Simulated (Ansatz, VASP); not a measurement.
**Si62As: VASP beside Ansatz**

```
Si As
1.0
    10.86000    0.00000    0.00000
     0.00000   10.86000    0.00000
     0.00000    0.00000   10.86000
Si As
62 1
Direct
  0.50241 0.00508 0.99983
  0.62614 0.12916 0.12710
  0.75091 0.25158 0.00068
  0.87262 0.37687 0.12838
  0.75023 0.00011 0.24926
  0.87458 0.12476 0.37489
  0.00160 0.00102 0.00050
  0.12663 0.12267 0.12845
  0.25044 0.24715 0.00208
  0.37531 0.37648 0.12478
  0.50067 0.50225 0.00059
  0.62731 0.62930 0.12253
  0.75486 0.75245 0.99992
  0.87918 0.87622 0.12685
  0.25297 0.99569 0.25298
  0.37529 0.12567 0.37559
  0.49945 0.25394 0.25270
  0.61062 0.38955 0.37957
  0.74569 0.50310 0.25310
  0.87584 0.62533 0.37561
  0.49989 0.99860 0.49863
  0.62471 0.12549 0.62333
  0.74464 0.25499 0.49874
  0.87369 0.37510 0.62434
  0.75124 0.00111 0.74899
  0.87538 0.12547 0.87526
  0.99706 0.50076 0.00202
  0.12645 0.62524 0.12493
  0.25215 0.75058 0.00056
  0.37922 0.87752 0.12217
  0.99932 0.24952 0.25085
  0.12458 0.37450 0.37635
  0.24640 0.49631 0.24851
  0.62446 0.87440 0.37173
  0.00487 0.99487 0.49864
  0.12501 0.12366 0.62450
  0.24999 0.24990 0.50115
  0.37164 0.37869 0.62573
  0.47303 0.52241 0.49932
  0.61953 0.62738 0.62296
  0.74848 0.74964 0.49864
  0.87552 0.87466 0.62307
  0.24976 0.99667 0.74749
  0.37506 0.12480 0.87160
  0.49992 0.25146 0.74814
  0.62452 0.37545 0.87530
  0.74665 0.49967 0.74741
  0.87461 0.62503 0.87152
  0.00392 0.74963 0.25267
  0.13956 0.86065 0.37969
  0.00012 0.50003 0.50118
  0.12891 0.62162 0.62583
  0.27256 0.72331 0.49953
  0.37764 0.86966 0.62290
  0.99944 0.24954 0.75012
  0.12201 0.37214 0.88063
  0.24676 0.49663 0.75667
  0.37533 0.62531 0.87501
  0.50300 0.75298 0.75445
  0.62852 0.87859 0.87768
  0.00139 0.74997 0.74805
  0.12545 0.87451 0.87518
  0.48831 0.73892 0.25762
```

Alike in both runs: functional PBE; k mesh 1 × 1 × 1; occupations gaussian, width 0.02 eV; collinear spin.

Ansatz relaxed the structure, and its values are those at the end. VASP's run is a single point on that final structure, the one shown.

```csv
,VASP,Ansatz
version,VASP 6.6.1,Ansatz 0.2.0
potentials or method,"VASP PAW PBE potentials, release 64 (Si, As), cutoff 520 eV","scalar-relativistic, plane waves, PAW"
valence electrons in the cell,253,263
```

|  | VASP | Ansatz | Ansatz less VASP |
| --- | --- | --- | --- |
| rms of the force components (eV/Å) | 0.007 | 0.007 | -0.0003 |
| net moment per atom (μB) | 0.02 | 0.02 | 0.000 |
| size of the moment on the site where the two differ most (μB) | 0.16 | 0.15 | -0.005 |

Site moments also hang on the region over which each program counts them. With one functional, cell and mesh, what is left measures potentials, basis and numerics. VASP's potentials hold 253 valence electrons a cell and Ansatz's 263, so a difference there can come from the potentials and not from the codes.
